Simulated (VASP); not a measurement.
# BeTe (I-43d) in VASP: further runs, part 2 of 2

VASP 6.6.1. The steps go on from the part before.

### Step 5. Relaxation of cell and atoms, PBE

File INCAR:

```
PREC     = Accurate       # precision mode
ENCUT    = 600            # plane-wave cutoff, eV
EDIFF    = 1E-6           # SCF threshold, eV
ISMEAR   = 0              # smearing method
SIGMA    = 0.02           # smearing width, eV
LREAL    = F              # projectors in reciprocal space
LASPH    = T              # aspherical terms in the spheres
NELM     = 80             # most SCF steps
ALGO     = Normal         # electronic algorithm
ISIF     = 3              # what is computed and relaxed
LWAVE    = F              # write WAVECAR
LCHARG   = F              # write CHGCAR
GGA      = PE             # functional
IBRION   = 2              # ionic algorithm
NSW      = 100            # ionic steps
EDIFFG   = -0.01          # ionic threshold
```

File KPOINTS:

```
Automatic mesh
0
Gamma
  6 6 6
```

File POSCAR:

```
BeTe
1.0
   -4.0645252495      4.0645252495      4.0645252495
    4.0645252495     -4.0645252495      4.0645252495
    4.0645252495      4.0645252495     -4.0645252495
Be Te
6 6
Direct
    0.1250000000      0.7500000000      0.8750000000
    0.6250000000      0.3750000000      0.2500000000
    0.7500000000      0.8750000000      0.1250000000
    0.8750000000      0.1250000000      0.7500000000
    0.3750000000      0.2500000000      0.6250000000
    0.2500000000      0.6250000000      0.3750000000
    0.7500000000      0.3750000000      0.6250000000
    0.1250000000      0.8750000000      0.2500000000
    0.2500000000      0.1250000000      0.8750000000
    0.3750000000      0.6250000000      0.7500000000
    0.8750000000      0.2500000000      0.1250000000
    0.6250000000      0.7500000000      0.3750000000
```

Potentials or basis: VASP PAW PBE potentials, release 64 (Be, Te).

Started as:

```sh
$ cat potpaw_PBE.64/Be/POTCAR potpaw_PBE.64/Te/POTCAR > POTCAR
$ mpirun -np 1 vasp_std > vasp.out
```

OUTCAR:

```text
PREC = Accurate
   ENCUT = 600
   EDIFF = 1E-6
   ISMEAR = 0
   LREAL = F
   LASPH = T
   NELM = 80
   ISIF = 3
   GGA = PE
   IBRION = 2
   NSW = 100
   EDIFFG = -0.01

 ion  position               nearest neighbor table
   1  0.125  0.750  0.875-   7 2.49   8 2.49   9 2.49  10 2.49
   2  0.625  0.375  0.250-   7 2.49   9 2.49  11 2.49  12 2.49
   3  0.750  0.875  0.125-   8 2.49  10 2.49  11 2.49  12 2.49
   4  0.875  0.125  0.750-   7 2.49   9 2.49  11 2.49  12 2.49
   5  0.375  0.250  0.625-   7 2.49   8 2.49  10 2.49   9 2.49
   6  0.250  0.625  0.375-   8 2.49  10 2.49  11 2.49  12 2.49
   7  0.750  0.375  0.625-   1 2.49   2 2.49   4 2.49   5 2.49
   8  0.125  0.875  0.250-   1 2.49   3 2.49   5 2.49   6 2.49
   9  0.250  0.125  0.875-   1 2.49   2 2.49   4 2.49   5 2.49
  10  0.375  0.625  0.750-   1 2.49   3 2.49   5 2.49   6 2.49
  11  0.875  0.250  0.125-   2 2.49   3 2.49   4 2.49   6 2.49
  12  0.625  0.750  0.375-   2 2.49   4 2.49   6 2.49   3 2.49

  LATTYP: Found a body centered cubic cell.
 ALAT       =     8.1290504990

  Lattice vectors:

 A1 = (  -4.0645252495,   4.0645252495,   4.0645252495)
 A2 = (   4.0645252495,  -4.0645252495,   4.0645252495)
 A3 = (   4.0645252495,   4.0645252495,  -4.0645252495)

Analysis of symmetry for initial positions (statically):
=====================================================================
 Subroutine PRICEL returns:
 Original cell was already a primitive cell.

 Routine SETGRP: Setting up the symmetry group for a
 body centered cubic supercell.

 Subroutine GETGRP returns: Found 24 space group operations
 (whereof  3 operations were pure point group operations)
 out of a pool of 48 trial point group operations.

The static configuration has the point symmetry C_3 .
 The point group associated with its full space group is T_d .

Analysis of symmetry for dynamics (positions and initial velocities):
=====================================================================
 Subroutine PRICEL returns:
 Original cell was already a primitive cell.

 Routine SETGRP: Setting up the symmetry group for a
 body centered cubic supercell.

 Subroutine GETGRP returns: Found 24 space group operations
 (whereof  3 operations were pure point group operations)
 out of a pool of 48 trial point group operations.

The dynamic configuration has the point symmetry C_3 .
 The point group associated with its full space group is T_d .

 Subroutine INISYM returns: Found 24 space group operations
 (whereof  3 operations are pure point group operations),
 and found     1 'primitive' translations

----------------------------------------------------------------------------------------

                                     Primitive cell

  volume of cell :     268.5898

  direct lattice vectors                    reciprocal lattice vectors
[... 154 lines left out ...]
  -------------------------------------------------------------------------------------
  Total        0.1555699      0.1555699      0.1555699      0.0000000      0.0000000     -0.0000000
  in kB        0.9279974      0.9279974      0.9279974      0.0000000      0.0000000     -0.0000000
  external PRESSURE =       0.9279974 kB  Pullay stress =       0.0000000 kB

 VOLUME and BASIS-vectors are now :
 -----------------------------------------------------------------------------
  energy-cutoff  :      600.00
  volume of cell :      268.59
      direct lattice vectors                 reciprocal lattice vectors
    -4.064525249  4.064525249  4.064525249     0.000000000  0.123015597  0.123015597
     4.064525249 -4.064525249  4.064525249     0.123015597  0.000000000  0.123015597
     4.064525249  4.064525249 -4.064525249     0.123015597  0.123015597  0.000000000

 POSITION                                       TOTAL-FORCE (eV/Angst)
 -----------------------------------------------------------------------------------
      6.09679      1.01613      0.00000        -0.000000     -0.000000      0.000000
     -0.00000      2.03226      3.04839         0.000000     -0.000000      0.000000
      1.01613     -0.00000      6.09679        -0.000000     -0.000000      0.000000
      0.00000      6.09679      1.01613        -0.000000      0.000000      0.000000
      2.03226      3.04839     -0.00000        -0.000000     -0.000000      0.000000
      3.04839     -0.00000      2.03226        -0.000000     -0.000000      0.000000
      1.01613      4.06453      2.03226         0.000000     -0.000000     -0.000000
      4.06453     -2.03226      3.04839         0.000000      0.000000      0.000000
      3.04839      4.06453     -2.03226        -0.000000      0.000000     -0.000000
      4.06453      2.03226      1.01613         0.000000      0.000000      0.000000
     -2.03226      3.04839      4.06453         0.000000     -0.000000      0.000000
      2.03226      1.01613      4.06453        -0.000000     -0.000000     -0.000000
 -----------------------------------------------------------------------------------
    total drift:                                0.000002      0.000002      0.000002

  FREE ENERGIE OF THE ION-ELECTRON SYSTEM (eV)
  ---------------------------------------------------
  free  energy   TOTEN  =       -43.0775865173 eV

  energy  without entropy=      -43.0775865173  energy(sigma->0) =      -43.07758652

--------------------------------------- Ionic step        2  -------------------------------------------

 number of electron      47.9999995 magnetization

 Free energy of the ion-electron system (eV)
  ---------------------------------------------------
  ext. energy  EPLUGINS =         0.00000000
  ---------------------------------------------------
  free energy    TOTEN  =       -43.07770303 eV

  energy without entropy =      -43.07770303  energy(sigma->0) =      -43.07770303

 E-fermi :   5.0032     XC(G=0):  -9.1115

 val. band max:        4.8775040323   @ k =   0.0000   0.0000   0.0000
 cond. band min:       6.5733195571   @ k =   0.0000   0.0000   0.0000
 fundamental gap:      1.6958155248
 Fermi energy:         5.0032054059

 k-point     1 :       0.0000    0.0000    0.0000
  band No.  band energies     occupation
      1      -7.1752      2.00000
      2      -5.6016      2.00000
      3      -5.6016      2.00000
      4      -5.6016      2.00000
      5      -5.2415      2.00000
      6      -5.2415      2.00000
[... 533 lines left out ...]
     30       7.6077      0.00000
     31       9.0048      0.00000

------------------------ aborting loop because EDIFF is reached ----------------------------------------

  FORCE on cell =-STRESS in cart. coord.  units (eV):
  Direction    XX          YY          ZZ          XY          YZ          ZX
  --------------------------------------------------------------------------------------
  -------------------------------------------------------------------------------------
  Total       -0.0199936     -0.0199936     -0.0199936      0.0000000     -0.0000000      0.0000000
  in kB       -0.1190411     -0.1190411     -0.1190411      0.0000000     -0.0000000      0.0000000
  external PRESSURE =      -0.1190411 kB  Pullay stress =       0.0000000 kB

 VOLUME and BASIS-vectors are now :
 -----------------------------------------------------------------------------
  energy-cutoff  :      600.00
  volume of cell :      269.09
      direct lattice vectors                 reciprocal lattice vectors
    -4.067067307  4.067067307  4.067067307     0.000000000  0.122938708  0.122938708
     4.067067307 -4.067067307  4.067067307     0.122938708  0.000000000  0.122938708
     4.067067307  4.067067307 -4.067067307     0.122938708  0.122938708  0.000000000

 POSITION                                       TOTAL-FORCE (eV/Angst)
 -----------------------------------------------------------------------------------
      6.10060      1.01677      0.00000         0.000000      0.000000      0.000000
     -0.00000      2.03353      3.05030         0.000000     -0.000000     -0.000000
      1.01677     -0.00000      6.10060         0.000000     -0.000000     -0.000000
      0.00000      6.10060      1.01677         0.000000      0.000000      0.000000
      2.03353      3.05030     -0.00000         0.000000      0.000000      0.000000
      3.05030     -0.00000      2.03353         0.000000      0.000000      0.000000
      1.01677      4.06707      2.03353         0.000000      0.000000      0.000000
      4.06707     -2.03353      3.05030        -0.000000     -0.000000     -0.000000
      3.05030      4.06707     -2.03353        -0.000000      0.000000      0.000000
      4.06707      2.03353      1.01677        -0.000000      0.000000      0.000000
     -2.03353      3.05030      4.06707         0.000000      0.000000     -0.000000
      2.03353      1.01677      4.06707         0.000000     -0.000000     -0.000000
 -----------------------------------------------------------------------------------
    total drift:                                0.000002      0.000002      0.000002

  FREE ENERGIE OF THE ION-ELECTRON SYSTEM (eV)
  ---------------------------------------------------
  free  energy   TOTEN  =       -43.0777030312 eV

  energy  without entropy=      -43.0777030312  energy(sigma->0) =      -43.07770303

 reached required accuracy - stopping structural energy minimisation
```

It took 9.6 min on 1 thread of Intel Xeon 8259CL, shared host; peak memory 0.5 GiB.

What came out:

- Free energy: -43.0777 eV
- Relaxed volume: 22.42 Å³/atom
- Relaxed cell: a = 7.044 Å, b = 7.044 Å, c = 7.044 Å, α = 109.47°, β = 109.47°, γ = 109.47°
- Space group after relaxing (to 0.1 Å): I-43d (No. 220)
- Energy gained by relaxing: 0.0 meV/atom
- Ionic steps: 2
- Pressure after relaxing: 0.0 GPa
- Band gap on the k mesh: 1.70 eV

The path:
| step | energy change (eV) | largest force (eV/Å) | pressure (GPa) | volume (Å³) |
| --- | --- | --- | --- | --- |
| 1 | 0.0000 | 0.0000 | 0.09 | 268.59 |
| 2 | -0.0001 | 0.0000 | -0.01 | 269.09 |

Final structure:
```
Be Te
1.0
    -4.06707    4.06707    4.06707
     4.06707   -4.06707    4.06707
     4.06707    4.06707   -4.06707
Be Te
6 6
Direct
  0.12500 0.75000 0.87500
  0.62500 0.37500 0.25000
  0.75000 0.87500 0.12500
  0.87500 0.12500 0.75000
  0.37500 0.25000 0.62500
  0.25000 0.62500 0.37500
  0.75000 0.37500 0.62500
  0.12500 0.87500 0.25000
  0.25000 0.12500 0.87500
  0.37500 0.62500 0.75000
  0.87500 0.25000 0.12500
  0.62500 0.75000 0.37500
```

Levels at points of the mesh, in eV from the valence-band top:
| k point | band 20 | band 21 | band 22 | band 23 | band 24 | band 25 | band 26 | band 27 | band 28 | band 29 |
| --- | --- | --- | --- | --- | --- | --- | --- | --- | --- | --- |
| (0.00, 0.00, 0.00) | -0.32 | -0.32 | 0.00 | 0.00 | 0.00 | 1.70 | 3.10 | 3.78 | 3.78 | 3.78 |
| (0.50, 0.00, 0.00) | -1.24 | -1.01 | -1.01 | -0.30 | -0.30 | 2.84 | 2.84 | 3.07 | 3.07 | 3.99 |
| (0.50, 0.50, 0.50) | -0.96 | -0.96 | -0.96 | -0.96 | -0.96 | 2.73 | 2.73 | 2.73 | 2.73 | 2.73 |

Caveat: spin-orbit coupling is left out, which moves the levels of the heavy elements. A k mesh can miss the band edges.

### Step 6. Summary

```tsv
task	cell	k mesh	cutoff (eV)	smearing	gap on the mesh (eV)	pressure (GPa)	relaxed volume (Å³/atom)
single point	a = 7.040 Å, angles 109.5°, 12 atoms	6 × 6 × 6	520	gaussian 0.02 eV	1.69	0.1	-
relaxation of cell and atoms	relaxed from a = 6.514 Å, angles 109.5°, 12 atoms	4 × 4 × 4	600	gaussian 0.1 eV	1.69	0.2	22.35
relaxation of cell and atoms	relaxed from a = 7.040 Å, angles 109.5°, 12 atoms	6 × 6 × 6	600	gaussian 0.02 eV	1.70	0.0	22.42
```

Alike in all rows: level PBE; potentials or basis VASP PAW PBE potentials, release 64 (Be, Te); no spin polarisation.

Caveats: spin-orbit coupling is left out, which moves the levels of the heavy elements; the volume moved by over 15 % at a fixed basis, so the end points are rough (at least some runs).

Absolute energies hang on the potentials; compare differences alone.
